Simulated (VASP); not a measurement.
Input of a VASP 6.6.1 run:

File POSCAR:

```
BaS
1.0
    0.0000000000      3.2119099264      3.2119099264
    3.2119099264      0.0000000000      3.2119099264
    3.2119099264      3.2119099264      0.0000000000
Ba S
1 1
Direct
    0.0000000000      0.0000000000      0.0000000000
    0.5000000000      0.5000000000      0.5000000000
```

Contents of INCAR.step1:

```
SYSTEM = BaS
PREC = Accurate
ENCUT = 520
EDIFF = 1E-5
ISMEAR = 0
SIGMA = 0.01
LREAL = .False.
LASPH = .True.
NELM = 80
ALGO = Normal
ISIF = 2
LWAVE = .True.
NBANDS = 15
GGA = PE
```

Contents of INCAR.step2:

```
SYSTEM = BaS
PREC = Accurate
ENCUT = 520
EDIFF = 1E-6
ISMEAR = 0
SIGMA = 0.01
LREAL = .False.
LASPH = .True.
NELM = 80
ALGO = Normal
ISIF = 2
LWAVE = .False.
LCHARG = .True.
GGA = PE
LHFCALC = .True.
AEXX = 0.3
HFSCREEN = 0.3
PRECFOCK = Normal
LELF = .True.
LVHAR = .True.
NBANDS = 15
ISTART = 1
```

KPOINTS

```
Automatic mesh
0
Gamma
  4 4 4
  0 0 0
```

Potentials or basis: VASP PAW PBE potentials, release 64 (Ba_sv, S).

The run is started by

```console
$ cat potpaw_PBE.64/Ba_sv/POTCAR potpaw_PBE.64/S/POTCAR > POTCAR
$ cp INCAR.step1 INCAR
$ mpirun -np 1 vasp_std > vasp.out
$ cp INCAR.step2 INCAR
$ mpirun -np 1 vasp_std > vasp.out
```

Problem. Estimate the band gap on the k mesh.

Solution. 2.99 eV (least direct gap 3.15 eV).

Problem. Estimate the pressure.

Solution. 0.2 GPa.

Caveat: the k points lie up to 0.42 Å⁻¹ apart; the PAW data sets were made with another functional, which shifts forces and pressure a little; spin-orbit coupling is left out, which moves the levels of the heavy elements. A k mesh can miss the band edges.
